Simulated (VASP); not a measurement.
# YN (Fm-3m) in VASP: notebook

YN is run at these levels: LDA; tasks: electric field gradients.

All numbers are computed with VASP 6.6.1; they aren't measurements. Logs are shortened: lines on timing, memory, paths and dates and some standing lists are left out, and cuts for length are marked.

## (1) The cell of the first run

It takes space group Fm-3m (No. 225, cubic). Conventional cell: a = 4.844 Å, b = 4.844 Å, c = 4.844 Å, α = 90.00°, β = 90.00°, γ = 90.00°. Within 3.2 Å of Y (site symmetry m-3m) lie 6 N at 2.42 Å. N (site symmetry m-3m) has 6 Y at 2.42 Å within 3.2 Å.

## (2) Electric field gradients, LDA (14.21 Å³/atom)

INCAR reads:

```
PREC = Accurate ; ENCUT = 520
EDIFF = 1E-8 ; ISMEAR = -1
SIGMA = 0.03 ; LREAL = False
LASPH = True ; NELM = 120
ALGO = Normal ; ISIF = 2
LWAVE = False ; LCHARG = False
LEFG = True ; NBANDS = 15
GGA_COMPAT = False
```

KPOINTS reads:

```
regular mesh
0
Gamma
  9 9 9
```

POSCAR reads:

```
YN
1.0
    0.0000000000      2.4221337351      2.4221337351
    2.4221337351      0.0000000000      2.4221337351
    2.4221337351      2.4221337351      0.0000000000
Y N
1 1
Direct
    0.0000000000      0.0000000000      0.0000000000
    0.5000000000      0.5000000000      0.5000000000
```

Potentials or basis: VASP PAW LDA potentials, release 64 (Y_sv, N).

Command:

```sh
$ cat potpaw_LDA.64/Y_sv/POTCAR potpaw_LDA.64/N/POTCAR > POTCAR
$ mpirun -np 1 vasp_std > vasp.out
```

OUTCAR:

```text
PREC = Accurate
   ENCUT = 520
   EDIFF = 1E-8
   ISMEAR = -1
   LREAL = False
   LASPH = True
   NELM = 120
   ISIF = 2

 ion  position               nearest neighbor table
   1  0.000  0.000  0.000-   2 2.42   2 2.42   2 2.42   2 2.42   2 2.42   2 2.42
   2  0.500  0.500  0.500-   1 2.42   1 2.42   1 2.42   1 2.42   1 2.42   1 2.42

  LATTYP: Found a face centered cubic cell.
 ALAT       =     4.8442674702

  Lattice vectors:

 A1 = (   0.0000000000,   2.4221337351,   2.4221337351)
 A2 = (   2.4221337351,   0.0000000000,   2.4221337351)
 A3 = (   2.4221337351,   2.4221337351,   0.0000000000)

Analysis of symmetry for initial positions (statically):
=====================================================================
 Subroutine PRICEL returns:
 Original cell was already a primitive cell.

 Routine SETGRP: Setting up the symmetry group for a
 face centered cubic supercell.

 Subroutine GETGRP returns: Found 48 space group operations
 (whereof 48 operations were pure point group operations)
 out of a pool of 48 trial point group operations.

The static configuration has the point symmetry O_h .

Analysis of symmetry for dynamics (positions and initial velocities):
=====================================================================
 Subroutine PRICEL returns:
 Original cell was already a primitive cell.

 Routine SETGRP: Setting up the symmetry group for a
 face centered cubic supercell.

 Subroutine GETGRP returns: Found 48 space group operations
 (whereof 48 operations were pure point group operations)
 out of a pool of 48 trial point group operations.

The dynamic configuration has the point symmetry O_h .

 Subroutine INISYM returns: Found 48 space group operations
 (whereof 48 operations are pure point group operations),
 and found     1 'primitive' translations

----------------------------------------------------------------------------------------

                                     Primitive cell

  volume of cell :      28.4200

  direct lattice vectors                    reciprocal lattice vectors
     0.000000000  2.422133735  2.422133735    -0.206429560  0.206429560  0.206429560
     2.422133735  0.000000000  2.422133735     0.206429560 -0.206429560  0.206429560
     2.422133735  2.422133735  0.000000000     0.206429560  0.206429560 -0.206429560

  length of vectors
     3.425414378  3.425414378  3.425414378     0.357546485  0.357546485  0.357546485

  position of ions in fractional coordinates (direct lattice)
     0.000000000  0.000000000  0.000000000
     0.500000000  0.500000000  0.500000000

  ion indices of the primitive-cell ions
   primitive index   ion index
                 1           1
                 2           2

----------------------------------------------------------------------------------------

 KPOINTS: regular mesh

Automatic generation of k-mesh.
 Grid dimensions read from file:
 generate k-points for:    9    9    9

 Generating k-lattice:

  Cartesian coordinates                     Fractional coordinates (reciprocal lattice)
    -0.022936618  0.022936618  0.022936618     0.111111111  0.000000000  0.000000000
     0.022936618 -0.022936618  0.022936618     0.000000000  0.111111111  0.000000000
     0.022936618  0.022936618 -0.022936618     0.000000000  0.000000000  0.111111111

  Length of vectors
     0.039727387  0.039727387  0.039727387

  Shift w.r.t. Gamma in fractional coordinates (k-lattice)
     0.000000000  0.000000000  0.000000000

 Subroutine IBZKPT returns following result:
 ===========================================

 Found     35 irreducible k-points:

 Following reciprocal coordinates:
            Coordinates               Weight
  0.000000  0.000000  0.000000      1.000000
  0.111111  0.000000  0.000000      8.000000
  0.222222  0.000000  0.000000      8.000000
  0.333333  0.000000  0.000000      8.000000
  0.444444  0.000000  0.000000      8.000000
  0.111111  0.111111  0.000000      6.000000
[... 16 lines left out ...]
 -0.333333  0.333333  0.000000     12.000000
  0.444444  0.444444  0.000000      6.000000
 [... further k-points ...]
   k-points           NKPTS =     35   k-points in BZ     NKDIM =     35   number of bands    NBANDS=     15
   number of dos      NEDOS =    301   number of ions     NIONS =      2
   total plane-waves  NPLWV =  21952
   dimension x,y,z NGX =    28 NGY =   28 NGZ =   28
   dimension x,y,z NGXF=    56 NGYF=   56 NGZF=   56
   ions per type =               1   1
   NGX,Y,Z   is equivalent  to a cutoff of  13.59, 13.59, 13.59 a.u.
   NGXF,Y,Z  is equivalent  to a cutoff of  27.18, 27.18, 27.18 a.u.
 SYSTEM =  unknown system
   PREC   = accura    normal or accurate (medium, high low for compatibility)
   ISTART =      0    job   : 0-new  1-cont  2-samecut
   ICHARG =      2    charge: 1-file 2-atom 10-const
   ISPIN  =      1    spin polarized calculation?
   LNONCOLLINEAR =      F non collinear calculations
   LSORBIT =      F    spin-orbit coupling
   LASPH  =      T    aspherical Exc in radial PAW
   ENCUT  =  520.0 eV  38.22 Ry    6.18 a.u.   6.37  6.37  6.37*2*pi/ulx,y,z
   NELM   =    120;   NELMIN=  2; NELMDL= -5     # of ELM steps
   EDIFF  = 0.1E-07   stopping-criterion for ELM
   LREAL  =      F    real-space projection
   EDIFFG = 0.1E-06   stopping-criterion for IOM
   NSW    =      0    number of steps for IOM
   IBRION =     -1    ionic relax: 0-MD 1-quasi-New 2-CG
   NFREE  =      0    steps in history (QN), initial steepest desc. (CG)
   ISIF   =      2    stress and relaxation
   ISYM   =      2    0-nonsym 1-usesym 2-fastsym
   POTIM  = 0.5000    time-step for ionic-motion
   TEBEG  =    0.0;   TEEND  =   0.0 temperature during run
   PSTRESS=    0.0 pullay stress
   NELECT =      16.0000    total number of electrons
   NUPDOWN=      -1.0000    fix difference up-down
   EMIN   =  10.00;   EMAX   =-10.00  energy-range for DOS
   EFERMI =   0.00;   METHOD = LEGACY
   ISMEAR =    -1;   SIGMA  =   0.03  broadening in eV -4-tet -1-fermi 0-gaus
   EFERMI_NEDOS =   21; number of points for ismear=-14 and -15
   IALGO  =     38    algorithm
   IMIX   =      4    mixing-type and parameters
     AMIX     =   0.40;   BMIX     =  1.00
     AMIX_MAG =   1.60;   BMIX_MAG =  1.00
  volume/ion in A,a.u.               =      14.21        95.89
  Fermi-wavevector in a.u.,A,eV,Ry     =   1.351782  2.554498 24.862130  1.827315
  Thomas-Fermi vector in A             =   2.479175
   LORBIT       =      0    0 simple, 1 ext, 2 COOP (PROOUT), +10 PAW based schemes
   GGA     = CA    functional components
   LHFCALC =     F    Hartree Fock is set to
   AEXX    =    0.0000 exact exchange contribution
   IVDW    =     0    specifies the selected vdW correction
   LEPSILON=     F    determine dielectric tensor
   LRPA    =     F    only Hartree local field effects (RPA)
 non-spin polarized calculation
  energy-cutoff  :      520.00
  volume of cell :       28.42
 maximum number of plane-waves:       778
 NGX is ok and might be reduce to    28
   NGX = 13   NGY = 13   NGZ = 13

 number of electron      16.0000000 magnetization

 Free energy of the ion-electron system (eV)
  ---------------------------------------------------
  ext. energy  EPLUGINS =         0.00000000
  ---------------------------------------------------
  free energy    TOTEN  =       -19.88337153 eV

  energy without entropy =      -19.88306367  energy(sigma->0) =      -19.88321760

 E-fermi :   4.1410     XC(G=0): -11.7197

 val. band max:        4.1041609901   @ k =   0.0000   0.0000   0.0000
 cond. band min:       4.2027193589   @ k =   0.4444   0.4444   0.0000
 fundamental gap:      0.0985583688
 Fermi energy:         4.1410299982

 k-point     1 :       0.0000    0.0000    0.0000
  band No.  band energies     occupation
      1     -36.3220      2.00000
      2     -16.0645      2.00000
      3     -16.0645      2.00000
      4     -16.0645      2.00000
      5      -8.6625      2.00000
      6       4.1042      1.54728
      7       4.1042      1.54728
      8       4.1042      1.54728
      9       7.1940      0.00000
     10       7.1940      0.00000
     11       7.1940      0.00000
     12       8.5037      0.00000
     13       9.2871      0.00000
     14       9.2871      0.00000
     15      14.9343      0.00000
[... 397 lines left out ...]
 k-point    24 :       0.4444    0.4444    0.0000
  band No.  band energies     occupation
      1     -36.1426      2.00000
      2     -17.0086      2.00000
      3     -16.4223      2.00000
      4     -16.4223      2.00000
      5      -8.1698      2.00000
      6       2.5037      2.00000
      7       3.7237      2.00000
      8       3.7237      2.00000
      9       4.2027      0.22683
     10      11.0449      0.00000
     11      11.5165      0.00000
     12      12.1311      0.00000
     13      12.1311      0.00000
     14      14.4759      0.00000
     15      16.1583      0.00000

 [... further k-points ...]
[... 5 lines left out ...]
  --------------------------------------------------------------------------------------
  -------------------------------------------------------------------------------------
  Total       -0.4390926     -0.4390926     -0.4390926      0.0000000      0.0000000      0.0000000
  in kB      -24.7538283    -24.7538283    -24.7538283      0.0000000      0.0000000      0.0000000
  external PRESSURE =     -24.7538283 kB  Pullay stress =       0.0000000 kB

 VOLUME and BASIS-vectors are now :
 -----------------------------------------------------------------------------
  energy-cutoff  :      520.00
  volume of cell :       28.42
      direct lattice vectors                 reciprocal lattice vectors
     0.000000000  2.422133735  2.422133735    -0.206429560  0.206429560  0.206429560
     2.422133735  0.000000000  2.422133735     0.206429560 -0.206429560  0.206429560
     2.422133735  2.422133735  0.000000000     0.206429560  0.206429560 -0.206429560

 POSITION                                       TOTAL-FORCE (eV/Angst)
 -----------------------------------------------------------------------------------
      0.00000      0.00000      0.00000         0.000000     -0.000000      0.000000
      2.42213      2.42213      2.42213        -0.000000      0.000000     -0.000000
 -----------------------------------------------------------------------------------
    total drift:                                0.000000      0.000000      0.000000

  FREE ENERGIE OF THE ION-ELECTRON SYSTEM (eV)
  ---------------------------------------------------
  free  energy   TOTEN  =       -19.8833715258 eV

  energy  without entropy=      -19.8830636726  energy(sigma->0) =      -19.88321760

 Electric field gradients (V/A^2)
---------------------------------------------------------------------
 ion       V_xx      V_yy      V_zz      V_xy      V_xz      V_yz
---------------------------------------------------------------------
   1      -0.000    -0.000     0.000     0.000     0.000     0.000
   2       0.000     0.000     0.000     0.000     0.000     0.000
---------------------------------------------------------------------

 Electric field gradients after diagonalization (V/A^2)
 (convention: |V_zz| > |V_xx| > |V_yy|)
----------------------------------------------------------------------
 ion       V_xx      V_yy      V_zz     asymmetry (V_yy - V_xx)/ V_zz
----------------------------------------------------------------------
   1      -0.000    -0.000     0.000       0.000
   2      -0.000    -0.000     0.001       0.000
----------------------------------------------------------------------

           NMR quadrupolar parameters

 Cq : quadrupolar parameter    Cq=e*Q*V_zz/h
 eta: asymmetry parameters     (V_yy - V_xx)/ V_zz
 Q  : nuclear electric quadrupole moment in mb (millibarn)
----------------------------------------------------------------------
 ion       Cq(MHz)       eta       Q (mb)
----------------------------------------------------------------------
   1       0.000       0.000       1.000
   2       0.000       0.000       1.000
----------------------------------------------------------------------
```

Run time: 31 s. Hardware: 1 thread of AMD EPYC 7R43 (Zen 3), shared host; peak memory 0.14 GiB.

Results:

```
Free energy                             : -19.8834 eV
Pressure                                : -2.5 GPa
Band gap on the k mesh                  : 0.10 eV (least direct gap 0.48 eV)
Largest electric field gradient by atom : zero within the noise of the run
```

Caveat: an odd mesh through Γ misses points on the zone boundary, where band edges can lie.

(Part 1 of 2 ends here.)
